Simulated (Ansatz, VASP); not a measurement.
**PtSe2 in VASP and in Ansatz**

File INCAR:

```
SYSTEM = PtSe2
ALGO     = Normal         ! electronic algorithm
EDIFF    = 1E-7           ! SCF threshold, eV
ENCUT    = 520            ! plane-wave cutoff, eV
GGA      = PS             ! functional
GGA_COMPAT= .False.      
ISIF     = 2              ! what is computed and relaxed
ISMEAR   = 0              ! smearing method
LASPH    = .True.         ! aspherical terms in the spheres
LCHARG   = .True.         ! write CHGCAR
LMAXMIX  = 4              ! l up to which the mixer works
LNONCOLLINEAR= .True.         ! non-collinear magnetism
LORBIT   = 11             ! projections on sites
LORBMOM  = .True.       
LREAL    = .False.        ! projectors in reciprocal space
LSORBIT  = .True.         ! spin-orbit coupling
LVHAR    = .True.       
LWAVE    = .False.        ! write WAVECAR
MAGMOM   = 0 0 0 0 0 0 0 0 0 ! initial moments
NBANDS   = 35             ! bands
NELM     = 150            ! most SCF steps
PREC     = Accurate       ! precision mode
SIGMA    = 0.1            ! smearing width, eV
```

Contents of KPOINTS:

```
k-points
0
Gamma
  9 9 7
  0 0 0
```

POSCAR

```
PtSe2
1.0
    3.7603063705      0.0000000000      0.0000000000
   -1.8801531853      3.2565208429      0.0000000000
    0.0000000000      0.0000000000      4.8632412210
Pt Se
1 2
Direct
    0.0000000000      0.0000000000      0.0000000000
    0.3333333333      0.6666666667      0.2607783429
    0.6666666667      0.3333333333      0.7392216571
```

Input for Ansatz:

```yaml
crystal:
  lattice:
    - [3.7603063705, 0.0, 0.0]
    - [-1.8801531853, 3.2565208429, 0.0]
    - [0.0, 0.0, 4.863241221]
  atoms:
    - { symbol: Pt, position: [0.0, 0.0, 0.0] }
    - { symbol: Se, position: [0.3333333333, 0.6666666667, 0.2607783429] }
    - { symbol: Se, position: [0.6666666667, 0.3333333333, 0.7392216571] }
basis:
  ecutwfc: 420
kpoints:
  mp_grid: { grid: [9, 9, 7] }
hamiltonian:
  xc: pbesol
scf:
  occupations: { method: gaussian, width: 0.1 }
output:
  forces: true
  stress: true
  eigenvalues: true
magnetization:
  noncollinear: true
  spin_orbit: true
```

Alike in both runs: task single point; functional PBEsol; k mesh 9 × 9 × 7; occupations gaussian, width 0.1 eV; non-collinear spin, spin-orbit coupling.

```csv
,VASP,Ansatz
version,VASP 6.6.1,Ansatz 0.2.0
potentials or method,"VASP PAW PBE potentials, release 64 (Pt, Se), cutoff 520 eV","plane waves, PAW"
valence electrons in the cell,22,50
```

```csv
,VASP,Ansatz,Ansatz less VASP
pressure (GPa),0.2,0.1,-0.19
"traceless stress, the component that is largest in VASP (GPa)",0.10,0.17,+0.068
rms of the force components (eV/Å),0.014,0.000,-0.0140
net moment per atom (μB),0.00,0.00,0.000
```

VASP's potentials were made for PBE, not for PBEsol. Atom by atom the forces differ by 0.014 eV/Å (rms over components). VASP's potentials hold 22 valence electrons a cell and Ansatz's 50, so a difference there can come from the potentials and not from the codes.
